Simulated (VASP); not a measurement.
# Pr4Hg (R3m) in VASP: relaxation of cell and atoms with PBE

Aim: the relaxation of cell and atoms of Pr4Hg with PBE.

All numbers are computed with VASP 6.6.1; they aren't measurements. Logs are shortened: lines on timing, memory, paths and dates and some standing lists are left out, and cuts for length are marked.

### 1 The cell of the first run

The structure is trigonal, space group R3m (No. 160). The conventional cell has a = 6.451 Å, b = 6.451 Å, c = 11.786 Å, α = 90.00°, β = 90.00°, γ = 120.00°. Within 3.0 Å of Pr (site symmetry m) lie 1 Hg at 2.26 Å and 3 Pr at 2.78 to 2.84 Å. Pr (site symmetry 3m) has 9 Pr at 2.84 to 3.61 Å and 3 Hg at 3.81 Å within 3.9 Å. Hg (site symmetry 3m) has 3 Pr at 2.26 Å within 3.0 Å.

The cell was generated, and may not be a known phase.

### 2 Relaxation of cell and atoms, PBE

The input, INCAR:

```
SYSTEM = Pr4Hg
PREC = Accurate ; ENCUT = 500
EDIFF = 1E-7 ; ISMEAR = 0
SIGMA = 0.2 ; LREAL = .FALSE.
LASPH = .TRUE. ; NELM = 200
ALGO = Normal ; ISIF = 3
LWAVE = .FALSE. ; LCHARG = .FALSE.
GGA = PE ; IBRION = 2
NSW = 36 ; EDIFFG = -0.08
GGA_COMPAT = .FALSE. ; NELMIN = 4
LMAXMIX = 6
```

The input, KPOINTS:

```
regular mesh
0
G
  3 3 3
  0 0 0
```

The input, POSCAR:

```
Pr4Hg
1.0
    3.2256902000      1.8623531100      3.9288167000
   -3.2256902000      1.8623531100      3.9288167000
    0.0000000000     -3.7247062100      3.9288167000
Pr Hg
4 1
Direct
    0.5916897100      0.0231618200      0.5916897100
    0.5916897100      0.5916897100      0.0231618200
    0.0231618200      0.5916897100      0.5916897100
    0.9338411200      0.9338411200      0.9338411200
    0.3355482200      0.3355482200      0.3355482200
```

Potentials or basis: VASP PAW PBE potentials, release 64 (Pr_3, Hg), 4f in core.

Started as:

```sh
$ cat potpaw_PBE.64/Pr_3/POTCAR potpaw_PBE.64/Hg/POTCAR > POTCAR
$ mpirun -np 1 vasp_std > vasp.out
```

OUTCAR:

```text
SYSTEM = Pr4Hg
   PREC = Accurate
   ENCUT = 500
   EDIFF = 1E-7
   ISMEAR = 0
   LREAL = .FALSE.
   LASPH = .TRUE.
   NELM = 200
   ISIF = 3
   GGA = PE
   IBRION = 2
   NSW = 36
   EDIFFG = -0.08
   NELMIN = 4

 ion  position               nearest neighbor table
   1  0.592  0.023  0.592-   5 2.26   3 2.78   2 2.78   4 2.84   4 3.61   4 3.61   3 3.67   2 3.67

   2  0.592  0.592  0.023-   5 2.26   3 2.78   1 2.78   4 2.84   4 3.61   4 3.61   3 3.67   1 3.67

   3  0.023  0.592  0.592-   5 2.26   1 2.78   2 2.78   4 2.84   4 3.61   4 3.61   1 3.67   2 3.67

   4  0.934  0.934  0.934-   1 2.84   3 2.84   2 2.84   2 3.61   2 3.61   3 3.61   1 3.61   3 3.61
                             1 3.61   5 3.81   5 3.81   5 3.81
   5  0.336  0.336  0.336-   1 2.26   3 2.26   2 2.26   4 3.81   4 3.81   4 3.81

  LATTYP: Found a trigonal (rhomboedric) cell.
 ALAT       =     5.4137821357
 COS(alpha) =     0.2899748109

  Lattice vectors:

 A1 = (   3.2256902000,   1.8623531100,   3.9288167000)
 A2 = (  -3.2256902000,   1.8623531100,   3.9288167000)
 A3 = (   0.0000000000,  -3.7247062100,   3.9288167000)

Analysis of symmetry for initial positions (statically):
=====================================================================
 Subroutine PRICEL returns:
 Original cell was already a primitive cell.

 Routine SETGRP: Setting up the symmetry group for a
 trigonal (rhombohedral) supercell.

 Subroutine GETGRP returns: Found  6 space group operations
 (whereof  6 operations were pure point group operations)
 out of a pool of 12 trial point group operations.

The static configuration has the point symmetry C_3v.

Analysis of symmetry for dynamics (positions and initial velocities):
=====================================================================
 Subroutine PRICEL returns:
 Original cell was already a primitive cell.

 Routine SETGRP: Setting up the symmetry group for a
 trigonal (rhombohedral) supercell.

 Subroutine GETGRP returns: Found  6 space group operations
 (whereof  6 operations were pure point group operations)
 out of a pool of 12 trial point group operations.

The dynamic configuration has the point symmetry C_3v.

 Subroutine INISYM returns: Found  6 space group operations
 (whereof  6 operations are pure point group operations),
 and found     1 'primitive' translations

----------------------------------------------------------------------------------------

                                     Primitive cell

  volume of cell :     141.6112

  direct lattice vectors                    reciprocal lattice vectors
     3.225690200  1.862353110  3.928816700     0.155005586  0.089492517  0.084843188
    -3.225690200  1.862353110  3.928816700    -0.155005586  0.089492517  0.084843188
     0.000000000 -3.724706210  3.928816700     0.000000000 -0.178985034  0.084843188

  length of vectors
     5.413782138  5.413782138  5.413782136     0.198075765  0.198075765  0.198075765

  position of ions in fractional coordinates (direct lattice)
     0.591689710  0.023161820  0.591689710
     0.591689710  0.591689710  0.023161820
     0.023161820  0.591689710  0.591689710
     0.933841120  0.933841120  0.933841120
     0.335548220  0.335548220  0.335548220

  ion indices of the primitive-cell ions
   primitive index   ion index
                 1           1
                 2           2
                 3           3
                 4           4
                 5           5

----------------------------------------------------------------------------------------

 KPOINTS: regular mesh

Automatic generation of k-mesh.
 Grid dimensions read from file:
 generate k-points for:    3    3    3

 Generating k-lattice:

  Cartesian coordinates                     Fractional coordinates (reciprocal lattice)
     0.051668529  0.029830839  0.028281063     0.333333333  0.000000000  0.000000000
    -0.051668529  0.029830839  0.028281063     0.000000000  0.333333333  0.000000000
     0.000000000 -0.059661678  0.028281063     0.000000000  0.000000000  0.333333333

  Length of vectors
     0.066025255  0.066025255  0.066025255

  Shift w.r.t. Gamma in fractional coordinates (k-lattice)
     0.000000000  0.000000000  0.000000000

 Subroutine IBZKPT returns following result:
 ===========================================

 Found      6 irreducible k-points:

 Following reciprocal coordinates:
            Coordinates               Weight
  0.000000  0.000000  0.000000      1.000000
  0.333333  0.000000  0.000000      6.000000
  0.333333  0.333333  0.000000      6.000000
 -0.333333  0.333333  0.000000      6.000000
  0.333333  0.333333  0.333333      2.000000
 -0.333333  0.333333  0.333333      6.000000
   k-points           NKPTS =      6   k-points in BZ     NKDIM =      6   number of bands    NBANDS=     33
   number of dos      NEDOS =    301   number of ions     NIONS =      5
   total plane-waves  NPLWV =  64000
   dimension x,y,z NGX =    40 NGY =   40 NGZ =   40
   dimension x,y,z NGXF=    80 NGYF=   80 NGZF=   80
   ions per type =               4   1
   NGX,Y,Z   is equivalent  to a cutoff of  12.28, 12.28, 12.28 a.u.
   NGXF,Y,Z  is equivalent  to a cutoff of  24.57, 24.57, 24.57 a.u.
 SYSTEM =  Pr4Hg
   PREC   = accura    normal or accurate (medium, high low for compatibility)
   ISTART =      0    job   : 0-new  1-cont  2-samecut
   ICHARG =      2    charge: 1-file 2-atom 10-const
   ISPIN  =      1    spin polarized calculation?
   LNONCOLLINEAR =      F non collinear calculations
   LSORBIT =      F    spin-orbit coupling
   LASPH  =      T    aspherical Exc in radial PAW
   ENCUT  =  500.0 eV  36.75 Ry    6.06 a.u.   9.87  9.87  9.87*2*pi/ulx,y,z
   NELM   =    200;   NELMIN=  4; NELMDL= -5     # of ELM steps
   EDIFF  = 0.1E-06   stopping-criterion for ELM
   LREAL  =      F    real-space projection
   EDIFFG = -.8E-01   stopping-criterion for IOM
   NSW    =     36    number of steps for IOM
   IBRION =      2    ionic relax: 0-MD 1-quasi-New 2-CG
   NFREE  =      1    steps in history (QN), initial steepest desc. (CG)
   ISIF   =      3    stress and relaxation
   ISYM   =      2    0-nonsym 1-usesym 2-fastsym
   POTIM  = 0.5000    time-step for ionic-motion
   TEBEG  =    0.0;   TEEND  =   0.0 temperature during run
   PSTRESS=    0.0 pullay stress
   NELECT =      56.0000    total number of electrons
   NUPDOWN=      -1.0000    fix difference up-down
   EMIN   =  10.00;   EMAX   =-10.00  energy-range for DOS
   EFERMI =   0.00;   METHOD = LEGACY
   ISMEAR =     0;   SIGMA  =   0.20  broadening in eV -4-tet -1-fermi 0-gaus
   EFERMI_NEDOS =   21; number of points for ismear=-14 and -15
   IALGO  =     38    algorithm
   IMIX   =      4    mixing-type and parameters
     AMIX     =   0.40;   BMIX     =  1.00
     AMIX_MAG =   1.60;   BMIX_MAG =  1.00
  volume/ion in A,a.u.               =      28.32       191.13
  Fermi-wavevector in a.u.,A,eV,Ry     =   1.201632  2.270756 19.645728  1.443920
  Thomas-Fermi vector in A             =   2.337436
   LORBIT       =      0    0 simple, 1 ext, 2 COOP (PROOUT), +10 PAW based schemes
   GGA     = PE    functional components
   LHFCALC =     F    Hartree Fock is set to
   AEXX    =    0.0000 exact exchange contribution
   IVDW    =     0    specifies the selected vdW correction
   LEPSILON=     F    determine dielectric tensor
   LRPA    =     F    only Hartree local field effects (RPA)
 conjugate gradient relaxation of ions
 non-spin polarized calculation
 Gauss-broadening in eV      SIGMA  =   0.20
  energy-cutoff  :      500.00
  volume of cell :      141.61
 maximum number of plane-waves:      3609
   NGX = 19   NGY = 19   NGZ = 19

--------------------------------------- Ionic step        1  -------------------------------------------

 number of electron      56.0000003 magnetization

 Free energy of the ion-electron system (eV)
  ---------------------------------------------------
  ext. energy  EPLUGINS =         0.00000000
  ---------------------------------------------------
  free energy    TOTEN  =        -4.10363876 eV

  energy without entropy =       -4.00763200  energy(sigma->0) =       -4.05563538

 E-fermi :   4.3723     XC(G=0): -10.2329

 val. band max:        4.3403426861   @ k =   0.0000   0.0000   0.0000
 cond. band min:       4.5166277725   @ k =   0.3333   0.3333   0.0000
 fundamental gap:      0.1762850863
 Fermi energy:         4.3723242624

 k-point     1 :       0.0000    0.0000    0.0000
  band No.  band energies     occupation
      1     -32.7458      2.00000
      2     -31.8532      2.00000
      3     -31.8532      2.00000
      4     -31.7288      2.00000
      5     -17.5322      2.00000
      6     -15.3709      2.00000
[... 280 lines left out ...]
  energy  without entropy=      -11.8137322746  energy(sigma->0) =      -11.91333057

--------------------------------------- Ionic step        3  -------------------------------------------

 number of electron      55.9999988 magnetization

 E-fermi :  -0.0360     XC(G=0):  -6.4651

 val. band max:       -0.1221179678   @ k =   0.3333   0.3333   0.0000
 cond. band min:      -0.0297111880   @ k =   0.3333   0.0000   0.0000
 fundamental gap:      0.0924067798
 Fermi energy:        -0.0359762075

 k-point     1 :       0.0000    0.0000    0.0000
  band No.  band energies     occupation
      1     -37.0004      2.00000
      2     -36.8448      2.00000
      3     -36.6585      2.00000
      4     -36.6585      2.00000
      5     -19.7636      2.00000
      6     -19.2344      2.00000
[... 237 lines left out ...]
  FREE ENERGIE OF THE ION-ELECTRON SYSTEM (eV)
  ---------------------------------------------------
  free  energy   TOTEN  =       -12.1980348197 eV

  energy  without entropy=      -12.0095707623  energy(sigma->0) =      -12.10380279

[... ionic steps 4 to 30 ...]

--------------------------------------- Ionic step       31  -------------------------------------------

 number of electron      55.9999995 magnetization

------------------------ aborting loop because EDIFF is reached ----------------------------------------

  FORCE on cell =-STRESS in cart. coord.  units (eV):
  Direction    XX          YY          ZZ          XY          YZ          ZX
  --------------------------------------------------------------------------------------
  -------------------------------------------------------------------------------------
  Total       -0.0009080     -0.0009080      0.2934937      0.0000000      0.0000000     -0.0000000
  in kB       -0.0082264     -0.0082264      2.6589796      0.0000000      0.0000000     -0.0000000
  external PRESSURE =       0.8808423 kB  Pullay stress =       0.0000000 kB
[... 63 lines left out ...]
  energy  without entropy=      -18.4497158102  energy(sigma->0) =      -18.55349347

--------------------------------------- Ionic step       33  -------------------------------------------

 number of electron      55.9999995 magnetization

 Free energy of the ion-electron system (eV)
  ---------------------------------------------------
  ext. energy  EPLUGINS =         0.00000000
  ---------------------------------------------------
  free energy    TOTEN  =       -18.65768502 eV

  energy without entropy =      -18.44977511  energy(sigma->0) =      -18.55373006

 E-fermi :   3.1718     XC(G=0):  -9.4824

 val. band max:        3.1564657128   @ k =  -0.3333   0.3333   0.3333
 cond. band min:       3.1865128595   @ k =   0.3333   0.0000   0.0000
 fundamental gap:      0.0300471466
 Fermi energy:         3.1718161485

 k-point     1 :       0.0000    0.0000    0.0000
  band No.  band energies     occupation
      1     -33.4801      2.00000
      2     -33.3210      2.00000
      3     -33.3210      2.00000
      4     -33.2883      2.00000
      5     -16.1470      2.00000
      6     -15.7602      2.00000
[... 237 lines left out ...]
  FREE ENERGIE OF THE ION-ELECTRON SYSTEM (eV)
  ---------------------------------------------------
  free  energy   TOTEN  =       -18.6576850167 eV

  energy  without entropy=      -18.4497751076  energy(sigma->0) =      -18.55373006

 reached required accuracy - stopping structural energy minimisation
```

It took 8.5 min on 1 thread of Intel Xeon 6975P-C (Granite Rapids), shared host; peak memory 0.26 GiB.

What came out:

| Property | Result |
| --- | --- |
| Free energy | -18.6577 eV |
| Relaxed volume | 35.56 Å³/atom |
| Relaxed cell | a = 5.807 Å, b = 5.807 Å, c = 5.807 Å, α = 74.52°, β = 74.52°, γ = 74.52° |
| Space group after relaxing (to 0.1 Å) | R3m (No. 160) |
| Energy gained by relaxing | 2910.8 meV/atom |
| Ionic steps | 33 |
| Pressure after relaxing | -0.2 GPa |
| Largest force after relaxing | 0.066 eV/Å |
| Band gap on the k mesh | zero (bands 28 and 29 overlap by 0.32 eV) |

Forces in eV/Å, atoms in the order of the input:
```
Pr  -0.033  0.019  0.023
Pr   0.000 -0.038  0.023
Pr   0.033  0.019  0.023
Pr   0.000  0.000 -0.002
Hg   0.000  0.000 -0.066
```

Step by step:
```csv
step,energy change (eV),largest force (eV/Å),pressure (GPa),volume (Å³)
1,0.0000,14.9845,46.89,141.61
2,-7.9093,1.6869,-0.91,380.41
3,-8.0944,1.7933,-0.88,364.84
4,-8.2700,1.8945,-0.88,350.63
5,-9.9181,3.0483,0.54,231.61
6,-9.3386,3.7689,8.37,183.21
7,-9.9126,3.2341,1.23,223.53
8,-9.9416,3.2709,1.89,216.58
9,-11.1809,1.9277,-0.96,237.01
10,-11.5677,1.4692,-1.84,250.50
11,-11.5352,0.7306,-4.07,278.91
12,-11.7027,1.0112,-2.93,262.94
13,-12.4864,1.5793,-1.85,233.80
14,-12.9174,3.2255,1.61,201.25
15,-13.2914,2.7450,2.38,192.74
16,-13.3275,1.6896,3.55,186.79
17,-13.3469,2.2242,3.00,189.14
18,-13.6368,0.9261,0.45,199.54
19,-13.6725,0.3657,-0.57,205.16
20,-13.7426,0.4643,-0.63,204.02
21,-13.9147,0.6499,-0.79,200.20
22,-14.0820,1.0295,-0.80,190.93
23,-14.1600,0.9996,-0.55,187.65
24,-14.2982,0.8740,0.45,177.71
25,-14.3029,0.8061,0.92,174.15
26,-14.4110,0.4866,0.50,175.97
27,-14.4798,0.6046,-0.08,178.78
28,-14.4803,0.6212,-0.13,179.04
29,-14.5122,0.4809,-0.10,178.47
30,-14.5490,0.2018,0.11,176.69
31,-14.5493,0.1748,0.09,176.85
32,-14.5536,0.0972,-0.13,177.51
33,-14.5540,0.0662,-0.23,177.80
```

Final structure:
```cif
data_structure
_symmetry_space_group_name_H-M 'P 1'
_symmetry_Int_Tables_number 1
_cell_length_a 5.8071
_cell_length_b 5.8071
_cell_length_c 5.8071
_cell_angle_alpha 74.519
_cell_angle_beta 74.519
_cell_angle_gamma 74.519
_cell_volume 177.80
loop_
_atom_site_label
_atom_site_type_symbol
_atom_site_fract_x
_atom_site_fract_y
_atom_site_fract_z
_atom_site_occupancy
Pr1 Pr 0.58772 0.09186 0.58772 1
Pr2 Pr 0.58772 0.58772 0.09186 1
Pr3 Pr 0.09186 0.58772 0.58772 1
Pr4 Pr 0.98504 0.98504 0.98504 1
Hg1 Hg 0.22358 0.22358 0.22358 1
```

Levels at points of the mesh, in eV from the Fermi level:
```tsv
k point	band 26	band 27	band 28	band 29	band 30	band 31
(0.00, 0.00, 0.00)	-1.46	-0.64	-0.64	-0.26	0.51	1.23
```

Caveat: the k points lie up to 0.38 Å⁻¹ apart in the final cell; the volume moved by over 15 % at a fixed basis, so the end points are rough; spin-orbit coupling is left out, which moves the levels of the heavy elements; the 4f electrons are frozen in the core, so they carry no moment and show no levels; the relaxation stopped at a loose force limit of 0.08 eV/Å, so its end isn't a converged minimum. Spin polarisation is off, so any magnetic state and its effect on volume and gap are missing.

The gap in the log of VASP goes by the Fermi energy; the results here count the filled bands.